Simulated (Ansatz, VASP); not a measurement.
One calculation of Sc7VN8, two programs

```
Sc V N
1.0
    -4.40405    4.40405    0.00000
    -4.40405    0.00000    4.40405
     0.00000    4.40405    4.40405
Sc V N
7 1 8
Cartesian
  0.0000 0.0000 0.0000
  -2.2020 2.2020 0.0000
  -2.2020 0.0000 2.2020
  0.0000 2.2020 2.2020
  -4.4041 2.2020 2.2020
  -2.2020 4.4041 2.2020
  -2.2020 2.2020 4.4041
  -4.4041 4.4041 4.4041
  -6.6061 6.6061 6.6061
  -4.4041 4.4041 6.5371
  -4.4041 6.5371 4.4041
  -6.5371 4.4041 4.4041
  -2.2710 4.4041 4.4041
  -4.4041 2.2710 4.4041
  -4.4041 4.4041 2.2710
  -2.2020 2.2020 2.2020
```

Alike in both runs: task single point; functional PBEsol; k mesh 8 × 8 × 8; occupations gaussian, width 0.1 eV; no spin polarisation.

```csv
,VASP,Ansatz
version,VASP 6.6.1,Ansatz 0.2.0
potentials or method,"VASP PAW PBE potentials, release 64 (Sc_sv, V_sv, N), cutoff 520 eV","scalar-relativistic, plane waves, PAW"
valence electrons in the cell,130,130
```

|  | VASP | Ansatz | Ansatz less VASP |
| --- | --- | --- | --- |
| gap on the k mesh at the Fermi level (eV) | none | none | - |
| pressure (GPa) | 1.0 | 0.0 | -1.00 |
| rms of the force components (eV/Å) | 0.004 | 0.001 | -0.0034 |

VASP's potentials were made for PBE, not for PBEsol. Atom by atom the forces differ by 0.005 eV/Å (rms over components). A gap of «none» marks a metal or a gap that the smearing closes. The functional is the same, so the differences come from potentials, cutoffs and numerics.
